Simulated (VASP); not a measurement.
Set up this calculation in VASP 6.6.1, as the native input.

- Task: single point
- Functional: PBE
- Potentials or basis: VASP PAW PBE potentials, release 64 (Ca_sv, H)
- Cutoff: 520 eV
- k mesh: 6 × 6 × 6
- Occupations: gaussian, width 0.1 eV
- Spin: no spin polarisation
- Dipole correction: no
- Further INCAR settings: ALGO = Normal; EDIFF = 1e-06; NBANDS = 15

The structure of CaH4 lies in POSCAR:

```
CaH4
1.0
    4.1645419294      0.0000000000      0.0000000000
    0.0000000000      4.1645419294      0.0000000000
    0.0000000000      0.0000000000      4.1645419294
Ca H
1 4
Direct
    0.0000000000      0.0000000000      0.0000000000
    0.5000000000      0.0000000000      0.0000000000
    0.0000000000      0.5000000000      0.0000000000
    0.0000000000      0.0000000000      0.5000000000
    0.5000000000      0.5000000000      0.5000000000
```

These files were run (other wordings do the same):

INCAR

```
SYSTEM = CaH4
ALGO = Normal ; EDIFF = 1E-6
ENCUT = 520 ; GGA = PE
ISIF = 2 ; ISMEAR = 0
LASPH = .True. ; LCHARG = .False.
LREAL = .False. ; LWAVE = .False.
NBANDS = 15 ; NELM = 100
PREC = Accurate ; SIGMA = 0.1
```

KPOINTS

```
k-points
0
Gamma
  6 6 6
  0 0 0
```

Potentials or basis: VASP PAW PBE potentials, release 64 (Ca_sv, H).

Launch:

```console
$ cat potpaw_PBE.64/Ca_sv/POTCAR potpaw_PBE.64/H/POTCAR > POTCAR
$ mpirun -np 1 vasp_std > vasp.out
```

Results of the run:

```yaml
Pressure: 0.0 GPa
Band_gap_on_the_k_mesh: zero (band 7 reaches -2.41 eV, above the bottom of band 8 at -2.77 eV)
```

Run time: 7.4 s on 1 thread of Intel(R) Xeon(R) 6975P-C (Granite Rapids) (shared host), peak memory 0.18 GiB.
